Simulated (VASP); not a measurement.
A run of VASP 6.6.1 is set up as follows.

Contents of INCAR:

```
SYSTEM = TiO2
PREC = Accurate
ENCUT = 520
EDIFF = 1E-6
ISMEAR = 0
SIGMA = 0.05
LREAL = .False.
LASPH = .True.
NELM = 60
ALGO = Normal
ISIF = 2
LWAVE = .False.
LCHARG = .False.
GGA = PE
NBANDS = 33
```

File KPOINTS:

```
Automatic mesh
0
Gamma
  8 8 10
  0 0 0
```

The input POSCAR:

```
TiO2
1.0
    4.7499832134      0.0000000000      0.0000000000
    0.0000000000      4.7499832134      0.0000000000
    0.0000000000      0.0000000000      3.2855633887
Ti O
2 4
Direct
    0.0000000000      0.0000000000      0.0000000000
    0.5000000000      0.5000000000      0.5000000000
    0.3050970583      0.3050970583      0.0000000000
    0.1949029417      0.8050970583      0.5000000000
    0.6949029417      0.6949029417      0.0000000000
    0.8050970583      0.1949029417      0.5000000000
```

Potentials or basis: VASP PAW PBE potentials, release 64 (Ti_sv, O).

Launch:

```sh
$ cat potpaw_PBE.64/Ti_sv/POTCAR potpaw_PBE.64/O/POTCAR > POTCAR
$ mpirun -np 1 vasp_std > vasp.out
```

Problem. What does it give for the pressure?

Solution. -25.4 GPa.

Problem. What does it give for the largest force?

Solution. 0.158 eV/Å.

Forces on the atoms (eV/Å):
```
Ti   0.000  0.000  0.000
Ti   0.000  0.000  0.000
O    0.112  0.112  0.000
O   -0.112  0.112  0.000
O   -0.112 -0.112  0.000
O    0.112 -0.112  0.000
```
